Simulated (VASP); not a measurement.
A run of VASP 6.6.1 is set up as follows.

Contents of INCAR:

```
  PREC = Accurate
  ENCUT = 1340
  EDIFF = 1E-6
  ISMEAR = -1
  SIGMA = 0.02
  LREAL = Auto
  LASPH = True
  NELM = 120
  ALGO = Normal
  ISIF = 2
  LWAVE = False
  LCHARG = False
  GGA = PE
  NBANDS = 52
  GGA_COMPAT = False
```

File KPOINTS:

```
regular mesh
0
Gamma
  3 3 5
```

Contents of POSCAR:

```
SrH12Br2O6
1.0
    8.2040000000      0.0000000000      0.0000000000
   -4.1020000000      7.1048724126      0.0000000000
    0.0000000000      0.0000000000      4.1590000000
Sr H Br O
1 12 2 6
Direct
    0.0000000000      0.0000000000      0.0000000000
    0.0958604894      0.4331783092      0.9056337415
    0.5668216908      0.6626821802      0.9056337415
    0.3373178198      0.9041395106      0.9056337415
    0.4331783092      0.0958604894      0.0943662585
    0.6626821802      0.5668216908      0.0943662585
    0.9041395106      0.3373178198      0.0943662585
    0.3446714694      0.2356021041      0.5135799596
    0.7643978959      0.1090693653      0.5135799596
    0.8909306347      0.6553285306      0.5135799596
    0.2356021041      0.3446714694      0.4864200404
    0.1090693653      0.7643978959      0.4864200404
    0.6553285306      0.8909306347      0.4864200404
    0.3333333333      0.6666666667      0.5847148165
    0.6666666667      0.3333333333      0.4152851835
    0.7838876809      0.0000000000      0.5000000000
    0.0000000000      0.7838876809      0.5000000000
    0.2161123191      0.2161123191      0.5000000000
    0.3132492948      0.0000000000      0.0000000000
    0.0000000000      0.3132492948      0.0000000000
    0.6867507052      0.6867507052      0.0000000000
```

Potentials or basis: VASP PAW PBE potentials, release 64 (Sr_sv, H_h, Br, O_h).

Command:

```console
$ cat potpaw_PBE.64/Sr_sv/POTCAR potpaw_PBE.64/H_h/POTCAR potpaw_PBE.64/Br/POTCAR potpaw_PBE.64/O_h/POTCAR > POTCAR
$ mpirun -np 1 vasp_std > vasp.out
```

**Question.** Estimate the band gap on the k mesh.

**Answer.** 4.25 eV.

**Question.** Estimate the pressure.

**Answer.** 0.5 GPa.

**Question.** Predict the largest force.

**Answer.** 0.037 eV/Å.

Forces in eV/Å, atoms in the order of the input:
```
Sr   0.000  0.000  0.000
H    0.007  0.004 -0.005
H   -0.007  0.004 -0.005
H    0.000 -0.008 -0.005
H    0.000  0.008  0.005
H    0.007 -0.004  0.005
H   -0.007 -0.004  0.005
H    0.009 -0.007  0.003
H    0.001  0.011  0.003
H   -0.010 -0.005  0.003
H   -0.010  0.005 -0.003
H    0.009  0.007 -0.003
H    0.001 -0.011 -0.003
Br   0.000  0.000 -0.007
Br   0.000  0.000  0.007
O    0.012  0.000  0.000
O   -0.006  0.010  0.000
O   -0.006 -0.010  0.000
O    0.037  0.000  0.000
O   -0.019  0.032  0.000
O   -0.019 -0.032  0.000
```
